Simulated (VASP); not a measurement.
Set up this calculation in VASP 6.6.1, as the native input.

| Quantity | Value |
| --- | --- |
| Task | single point |
| Functional | PBE |
| Potentials or basis | VASP PAW PBE potentials, release 64 (Hf_pv, B) |
| Cutoff | 520 eV |
| k mesh | 6 × 6 × 6 |
| Occupations | gaussian, width 0.1 eV |
| Spin | no spin polarisation |
| Dipole correction | no |
| Further INCAR settings | ALGO = Normal; EDIFF = 1e-06; NBANDS = 19 |

The structure of HfB4 lies in POSCAR:

```
HfB4
1.0
    2.0698407500      1.1950231100      3.0974019200
   -2.0698407500      1.1950231100      3.0974019200
    0.0000000000     -2.3900462200      3.0974019200
Hf B
1 4
Direct
    0.0000000000      0.0000000000      0.0000000000
    0.7932920700      0.7932920700      0.7932920700
    0.2067079300      0.2067079300      0.2067079300
    0.6348696600      0.6348696600      0.6348696600
    0.3651303400      0.3651303400      0.3651303400
```

One way to write it, as run:

INCAR

```
ALGO = Normal
EDIFF = 1E-6
ENCUT = 520
GGA = PE
ISIF = 2
ISMEAR = 0
LASPH = True
LCHARG = False
LREAL = False
LWAVE = False
NBANDS = 19
NELM = 60
PREC = Accurate
SIGMA = 0.1
```

KPOINTS

```
k-points
0
Gamma
  6 6 6
```

Potentials or basis: VASP PAW PBE potentials, release 64 (Hf_pv, B).

Run with:

```sh
$ cat potpaw_PBE.64/Hf_pv/POTCAR potpaw_PBE.64/B/POTCAR > POTCAR
$ mpirun -np 1 vasp_std > vasp.out
```

Results of the run:

| Quantity | Value |
| --- | --- |
| Pressure | 43.3 GPa |
| Largest force | 4.847 eV/Å |
| Band gap on the k mesh | zero (band 11 reaches 6.34 eV, above the bottom of band 12 at 5.97 eV) |

Caveat: spin-orbit coupling is left out, which moves the levels of the heavy elements; forces of over 1 eV/Å act on the atoms, so gaps and moduli don't describe the material at rest.

It took 14 s on 1 thread of Intel(R) Xeon(R) 6975P-C (Granite Rapids) (shared host), peak memory 0.17 GiB.
